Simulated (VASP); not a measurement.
# Sb (R-3m) in VASP: notebook

The runs below take Sb through single point, with PBE, PBEsol, RPBE, revPBE, BLYP.

All numbers are computed with VASP 6.6.1; they aren't measurements. Logs are shortened: lines on timing, memory, paths and dates and some standing lists are left out, and cuts for length are marked.

### 1 The cell of the first run

The structure is trigonal, space group R-3m (No. 166). Conventional cell: a = 4.308 Å, b = 4.308 Å, c = 11.274 Å, α = 90.00°, β = 90.00°, γ = 120.00°. Within 3.8 Å of Sb (site symmetry 3m) lie 6 Sb at 2.91 to 3.35 Å.

### 2 Single point, PBE

INCAR reads:

```
PREC = Accurate ; ENCUT = 520
EDIFF = 1E-6 ; ISMEAR = -1
SIGMA = 0.05 ; LREAL = F
LASPH = T ; NELM = 60
ALGO = Normal ; ISIF = 2
LWAVE = F ; LCHARG = T
GGA = PE ; LELF = T
LVHAR = T ; NBANDS = 12
```

KPOINTS reads:

```
regular mesh
0
Gamma
  4 4 4
```

POSCAR reads:

```
Sb
1.0
    2.1542000000      1.2437279499      3.7580000000
   -2.1542000000      1.2437279499      3.7580000000
    0.0000000000     -2.4874558998      3.7580000000
Sb
2
Direct
    0.7665100000      0.7665100000      0.7665100000
    0.2334900000      0.2334900000      0.2334900000
```

Potentials or basis: VASP PAW PBE potentials, release 64 (Sb).

Launch:

```bash
> cat potpaw_PBE.64/Sb/POTCAR > POTCAR
> mpirun -np 1 vasp_std > vasp.out
```

OUTCAR:

```text
PREC = Accurate
   ENCUT = 520
   EDIFF = 1E-6
   ISMEAR = -1
   LREAL = F
   LASPH = T
   NELM = 60
   ISIF = 2
   GGA = PE

 ion  position               nearest neighbor table
   1  0.767  0.767  0.767-   2 2.91   2 2.91   2 2.91   2 3.35   2 3.35   2 3.35
   2  0.233  0.233  0.233-   1 2.91   1 2.91   1 2.91   1 3.35   1 3.35   1 3.35

  LATTYP: Found a trigonal (rhomboedric) cell.
 ALAT       =     4.5066618304
 COS(alpha) =     0.5430253624

  Lattice vectors:

 A1 = (   2.1542000000,   1.2437279499,   3.7580000000)
 A2 = (  -2.1542000000,   1.2437279499,   3.7580000000)
 A3 = (   0.0000000000,  -2.4874558998,   3.7580000000)

Analysis of symmetry for initial positions (statically):
=====================================================================
 Subroutine PRICEL returns:
 Original cell was already a primitive cell.

 Routine SETGRP: Setting up the symmetry group for a
 trigonal (rhombohedral) supercell.

 Subroutine GETGRP returns: Found 12 space group operations
 (whereof 12 operations were pure point group operations)
 out of a pool of 12 trial point group operations.

The static configuration has the point symmetry D_3d.

Analysis of symmetry for dynamics (positions and initial velocities):
=====================================================================
 Subroutine PRICEL returns:
 Original cell was already a primitive cell.

 Routine SETGRP: Setting up the symmetry group for a
 trigonal (rhombohedral) supercell.

 Subroutine GETGRP returns: Found 12 space group operations
 (whereof 12 operations were pure point group operations)
 out of a pool of 12 trial point group operations.

The dynamic configuration has the point symmetry D_3d.

 Subroutine INISYM returns: Found 12 space group operations
 (whereof 12 operations are pure point group operations),
 and found     1 'primitive' translations

----------------------------------------------------------------------------------------

                                     Primitive cell

  volume of cell :      60.4115

  direct lattice vectors                    reciprocal lattice vectors
     2.154200000  1.243727950  3.758000000     0.232104726  0.134005726  0.088699663
    -2.154200000  1.243727950  3.758000000    -0.232104726  0.134005726  0.088699663
     0.000000000 -2.487455900  3.758000000     0.000000000 -0.268011452  0.088699663

  length of vectors
     4.506661830  4.506661830  4.506661830     0.282307932  0.282307932  0.282307932

  position of ions in fractional coordinates (direct lattice)
     0.766510000  0.766510000  0.766510000
     0.233490000  0.233490000  0.233490000

  ion indices of the primitive-cell ions
   primitive index   ion index
                 1           1
                 2           2

----------------------------------------------------------------------------------------

 KPOINTS: regular mesh

Automatic generation of k-mesh.
 Grid dimensions read from file:
 generate k-points for:    4    4    4

 Generating k-lattice:

  Cartesian coordinates                     Fractional coordinates (reciprocal lattice)
     0.058026181  0.033501431  0.022174916     0.250000000  0.000000000  0.000000000
    -0.058026181  0.033501431  0.022174916     0.000000000  0.250000000  0.000000000
     0.000000000 -0.067002863  0.022174916     0.000000000  0.000000000  0.250000000

  Length of vectors
     0.070576983  0.070576983  0.070576983

  Shift w.r.t. Gamma in fractional coordinates (k-lattice)
     0.000000000  0.000000000  0.000000000

 Subroutine IBZKPT returns following result:
 ===========================================

 Found     13 irreducible k-points:

 Following reciprocal coordinates:
            Coordinates               Weight
  0.000000  0.000000  0.000000      1.000000
  0.250000 -0.000000  0.000000      6.000000
  0.500000 -0.000000  0.000000      3.000000
  0.250000  0.250000  0.000000      6.000000
  0.500000  0.250000 -0.000000     12.000000
 -0.250000  0.250000  0.000000      6.000000
  0.500000  0.500000  0.000000      3.000000
  0.250000  0.250000  0.250000      2.000000
  0.500000  0.250000  0.250000      6.000000
 -0.250000  0.250000  0.250000      6.000000
  0.500000  0.500000  0.250000      6.000000
 -0.250000  0.500000  0.250000      6.000000
  0.500000  0.500000  0.500000      1.000000
   k-points           NKPTS =     13   k-points in BZ     NKDIM =     13   number of bands    NBANDS=     12
   number of dos      NEDOS =    301   number of ions     NIONS =      2
   total plane-waves  NPLWV =  46656
   dimension x,y,z NGX =    36 NGY =   36 NGZ =   36
   dimension x,y,z NGXF=    72 NGYF=   72 NGZF=   72
   ions per type =               2
   NGX,Y,Z   is equivalent  to a cutoff of  13.28, 13.28, 13.28 a.u.
   NGXF,Y,Z  is equivalent  to a cutoff of  26.56, 26.56, 26.56 a.u.
 SYSTEM =  unknown system
   PREC   = accura    normal or accurate (medium, high low for compatibility)
   ISTART =      0    job   : 0-new  1-cont  2-samecut
   ICHARG =      2    charge: 1-file 2-atom 10-const
   ISPIN  =      1    spin polarized calculation?
   LNONCOLLINEAR =      F non collinear calculations
   LSORBIT =      F    spin-orbit coupling
   LASPH  =      T    aspherical Exc in radial PAW
   ENCUT  =  520.0 eV  38.22 Ry    6.18 a.u.   8.38  8.38  8.38*2*pi/ulx,y,z
   NELM   =     60;   NELMIN=  2; NELMDL= -5     # of ELM steps
   EDIFF  = 0.1E-05   stopping-criterion for ELM
   LREAL  =      F    real-space projection
   EDIFFG = 0.1E-04   stopping-criterion for IOM
   NSW    =      0    number of steps for IOM
   IBRION =     -1    ionic relax: 0-MD 1-quasi-New 2-CG
   NFREE  =      0    steps in history (QN), initial steepest desc. (CG)
   ISIF   =      2    stress and relaxation
   ISYM   =      2    0-nonsym 1-usesym 2-fastsym
   POTIM  = 0.5000    time-step for ionic-motion
   TEBEG  =    0.0;   TEEND  =   0.0 temperature during run
   PSTRESS=    0.0 pullay stress
   NELECT =      10.0000    total number of electrons
   NUPDOWN=      -1.0000    fix difference up-down
   EMIN   =  10.00;   EMAX   =-10.00  energy-range for DOS
   EFERMI =   0.00;   METHOD = LEGACY
   ISMEAR =    -1;   SIGMA  =   0.05  broadening in eV -4-tet -1-fermi 0-gaus
   EFERMI_NEDOS =   21; number of points for ismear=-14 and -15
   IALGO  =     38    algorithm
   IMIX   =      4    mixing-type and parameters
     AMIX     =   0.40;   BMIX     =  1.00
     AMIX_MAG =   1.60;   BMIX_MAG =  1.00
  volume/ion in A,a.u.               =      30.21       203.84
  Fermi-wavevector in a.u.,A,eV,Ry     =   0.898880  1.698637 10.993305  0.807985
  Thomas-Fermi vector in A             =   2.021644
   LORBIT       =      0    0 simple, 1 ext, 2 COOP (PROOUT), +10 PAW based schemes
   GGA     = PE    functional components
   LHFCALC =     F    Hartree Fock is set to
   AEXX    =    0.0000 exact exchange contribution
   IVDW    =     0    specifies the selected vdW correction
   LEPSILON=     F    determine dielectric tensor
   LRPA    =     F    only Hartree local field effects (RPA)
 non-spin polarized calculation
  energy-cutoff  :      520.00
  volume of cell :       60.41
 maximum number of plane-waves:      1636
 NGX is ok and might be reduce to    36
   NGX = 17   NGY = 17   NGZ = 17

 number of electron      10.0000000 magnetization

 Free energy of the ion-electron system (eV)
  ---------------------------------------------------
  ext. energy  EPLUGINS =         0.00000000
  ---------------------------------------------------
  free energy    TOTEN  =        -8.30036647 eV

  energy without entropy =       -8.29478134  energy(sigma->0) =       -8.29757390

 E-fermi :   7.0380     XC(G=0):  -9.5335

 val. band max:        6.9860620277   @ k =   0.5000  -0.0000   0.0000
 cond. band min:       7.0885428863   @ k =   0.5000  -0.0000   0.0000
 fundamental gap:      0.1024808585
 Fermi energy:         7.0380053703

 k-point     1 :       0.0000    0.0000    0.0000
  band No.  band energies     occupation
      1      -5.4335      2.00000
      2       2.4837      2.00000
      3       5.2142      2.00000
      4       5.4894      2.00000
      5       5.4894      2.00000
      6       9.3749      0.00000
      7       9.9851      0.00000
      8       9.9851      0.00000
      9      12.3636      0.00000
     10      12.3636      0.00000
     11      12.5050      0.00000
     12      13.8716      0.00000

 k-point     2 :       0.2500   -0.0000    0.0000
  band No.  band energies     occupation
      1      -4.7486      2.00000
      2       0.2940      2.00000
      3       5.2766      2.00000
      4       5.3799      2.00000
      5       6.2063      2.00000
      6       8.5468      0.00000
      7       8.6591      0.00000
      8       8.7412      0.00000
      9      12.1973      0.00000
     10      12.7820      0.00000
     11      13.2985      0.00000
     12      17.0452      0.00000

 k-point     3 :       0.5000   -0.0000    0.0000
  band No.  band energies     occupation
      1      -3.0705      2.00000
      2      -2.3505      2.00000
      3       5.3508      2.00000
      4       5.4595      2.00000
      5       6.9861      1.47726
      6       7.0885      0.53367
      7       7.4702      0.00035
      8       7.7752      0.00000
      9      14.8457      0.00000
     10      15.4862      0.00000
     11      16.3459      0.00000
     12      16.3909      0.00000
[... 121 lines left out ...]
 k-point    12 :      -0.2500    0.5000    0.2500
  band No.  band energies     occupation
      1      -2.6025      2.00000
      2      -1.6886      2.00000
      3       2.3411      2.00000
      4       2.3580      2.00000
      5       6.6035      1.99966
      6       7.9745      0.00000
      7      11.8461      0.00000
      8      11.8614      0.00000
      9      13.3596      0.00000
     10      13.5318      0.00000
     11      17.4826      0.00000
     12      17.5207      0.00000

 k-point    13 :       0.5000    0.5000    0.5000
  band No.  band energies     occupation
      1      -3.8900      2.00000
      2      -1.7095      2.00000
      3       5.9767      2.00000
      4       5.9767      2.00000
      5       6.8351      1.96600
      6       7.4127      0.00111
      7       7.4127      0.00111
      8       8.3922      0.00000
      9      14.2828      0.00000
     10      15.9373      0.00000
     11      15.9373      0.00000
     12      16.3953      0.00000

------------------------ aborting loop because EDIFF is reached ----------------------------------------

  FORCE on cell =-STRESS in cart. coord.  units (eV):
  Direction    XX          YY          ZZ          XY          YZ          ZX
  --------------------------------------------------------------------------------------
  -------------------------------------------------------------------------------------
  Total        1.2346494      1.2346494      0.7149388      0.0000000      0.0000000      0.0000000
  in kB       32.7442310     32.7442310     18.9609462      0.0000000      0.0000000      0.0000000
  external PRESSURE =      28.1498028 kB  Pullay stress =       0.0000000 kB

 VOLUME and BASIS-vectors are now :
 -----------------------------------------------------------------------------
  energy-cutoff  :      520.00
  volume of cell :       60.41
      direct lattice vectors                 reciprocal lattice vectors
     2.154200000  1.243727950  3.758000000     0.232104726  0.134005726  0.088699663
    -2.154200000  1.243727950  3.758000000    -0.232104726  0.134005726  0.088699663
     0.000000000 -2.487455900  3.758000000     0.000000000 -0.268011452  0.088699663

 POSITION                                       TOTAL-FORCE (eV/Angst)
 -----------------------------------------------------------------------------------
      0.00000      0.00000      8.64163         0.000000     -0.000000      0.039950
      0.00000      0.00000      2.63237         0.000000      0.000000     -0.039950
 -----------------------------------------------------------------------------------
    total drift:                                0.000000     -0.000000     -0.000000

  FREE ENERGIE OF THE ION-ELECTRON SYSTEM (eV)
  ---------------------------------------------------
  free  energy   TOTEN  =        -8.3003664678 eV

  energy  without entropy=       -8.2947813353  energy(sigma->0) =       -8.29757390
```

Run time: 14 s. Hardware: 1 thread of AMD EPYC 7R43 (Zen 3), shared host; peak memory 0.15 GiB.

What came out:

```yaml
Free_energy: -8.3004 eV
Pressure: 2.8 GPa
Largest_force: 0.040 eV/Å
Band_gap_on_the_k_mesh: 0.10 eV, direct
```

Forces in eV/Å, atoms in the order of the input:
```
Sb   0.000  0.000  0.040
Sb   0.000  0.000 -0.040
```

Stress tensor (GPa, compression positive):
```
3.27 0.00 0.00
0.00 3.27 0.00
0.00 0.00 1.90
```

Caveat: the k points lie up to 0.44 Å⁻¹ apart; spin-orbit coupling is left out, which moves the levels of the heavy elements. A k mesh can miss the band edges.

### 3 Single point, PBEsol

INCAR reads:

```
SYSTEM = Sb
ALGO = Normal ; EDIFF = 1E-6
ENCUT = 520 ; GGA = PS
ISIF = 2 ; ISMEAR = -1
LASPH = .True. ; LCHARG = .False.
LREAL = .False. ; LWAVE = .False.
NBANDS = 12 ; NELM = 60
PREC = Accurate ; SIGMA = 0.05
```

KPOINTS reads:

```
k-points
0
Gamma
  4 4 4
  0 0 0
```

POSCAR is that of step 2.

Potentials or basis: VASP PAW PBE potentials, release 64 (Sb).

Launch:

```bash
> cat potpaw_PBE.64/Sb/POTCAR > POTCAR
> mpirun -np 1 vasp_std > vasp.out
```

Run time: 14 s. Hardware: 1 thread of AMD EPYC 7R43 (Zen 3), shared host; peak memory 0.15 GiB.

Results (log left out):

```yaml
Free_energy: -9.1632 eV
Pressure: 0.3 GPa
Largest_force: 0.096 eV/Å
Band_gap_on_the_k_mesh: 0.07 eV, direct
```

Forces on the atoms (eV/Å):
```
Sb   0.000  0.000  0.096
Sb   0.000  0.000 -0.096
```

Stress tensor (GPa, compression positive):
```
 0.74  0.00  0.00
 0.00  0.74  0.00
 0.00  0.00 -0.69
```

Levels at points of the mesh, in eV from the valence-band top:
```tsv
k point	band 1	band 2	band 3	band 4	band 5	band 6	band 7	band 8	band 9	band 10
(0.00, 0.00, 0.00)	-12.43	-4.52	-1.77	-1.49	-1.49	2.38	3.00	3.00	5.36	5.36
(0.50, 0.00, 0.00)	-10.07	-9.35	-1.63	-1.52	0.00	0.07	0.45	0.78	7.79	8.49
(0.50, 0.50, 0.00)	-10.06	-7.70	-5.17	-3.47	-3.36	1.78	5.24	5.80	7.23	9.03
(0.50, 0.50, 0.50)	-10.88	-8.71	-1.00	-1.00	-0.19	0.42	0.42	1.38	7.23	8.97
```

Caveat: the k points lie up to 0.44 Å⁻¹ apart; the PAW data sets were made with another functional, which shifts forces and pressure a little; spin-orbit coupling is left out, which moves the levels of the heavy elements. A k mesh can miss the band edges.

[end of part 1 of 2]
